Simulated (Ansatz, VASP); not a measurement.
One calculation of Ru, two programs

```
Ru
1.0
     2.68764    0.00000    0.00000
    -1.34382    2.32756    0.00000
     0.00000    0.00000    4.25316
Ru
2
Direct
  0.66667 0.33333 0.75000
  0.33333 0.66667 0.25000
```

Alike in both runs: task single point; functional PBE-based screened hybrid; k mesh 6 × 6 × 3; occupations fermi-dirac, width 0.05 eV; no spin polarisation.

|  | VASP | Ansatz |
| --- | --- | --- |
| version | VASP 6.6.1 | Ansatz 0.2.0 |
| potentials or method | VASP PAW PBE potentials, release 64 (Ru_pv) | Ansatz PAW |
| plane-wave cutoff (eV) | 520 | 420 |
| valence electrons in the cell | 28 | 32 |

```tsv
	VASP	Ansatz	Ansatz less VASP
gap on the k mesh at the Fermi level (eV)	none	none	-
pressure (GPa)	-0.2	-1.0	-0.74
traceless stress, the component that is largest in VASP (GPa)	-4.59	-4.74	-0.154
```

VASP's potentials were made for PBE, not for PBE-based screened hybrid. A gap of «none» marks a metal or a gap that the smearing closes. VASP's potentials hold 28 valence electrons a cell and Ansatz's 32, so a difference there can come from the potentials and not from the codes.

The k mesh is coarse, so the values compare programs but aren't converged.
